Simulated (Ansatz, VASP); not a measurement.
**InGaO: VASP beside Ansatz**

```
In Ga O
1.0
     4.12017    0.00000    0.00000
     0.00000    4.12017    0.00000
     0.00000    0.00000    4.14396
In Ga O
1 1 1
Direct
  0.00000 0.00000 0.50000
  0.50000 0.50000 0.50000
  0.00000 0.00000 0.00000
```

Alike in both runs: functional PBE; k mesh 12 × 12 × 12; occupations gaussian, width 0.1 eV; no spin polarisation.

Ansatz relaxed the structure, and its values are those at the end. VASP's run is a single point on that final structure, the one shown.

```csv
,VASP,Ansatz
version,VASP 6.6.1,Ansatz 0.2.0
potentials or method,"VASP PAW PBE potentials, release 64 (In_d, Ga_d, O), cutoff 520 eV","scalar-relativistic, plane waves, PAW"
valence electrons in the cell,32,32
```

Ansatz gave:

| Property | Result |
| --- | --- |
| gap on the k mesh at the Fermi level (eV) | none |
| pressure (GPa) | 0.0 |

Q: Which values does VASP return?

A: gap on the k mesh at the Fermi level (eV): none; pressure (GPa): 0.1.

A gap of «none» marks a metal or a gap that the smearing closes.
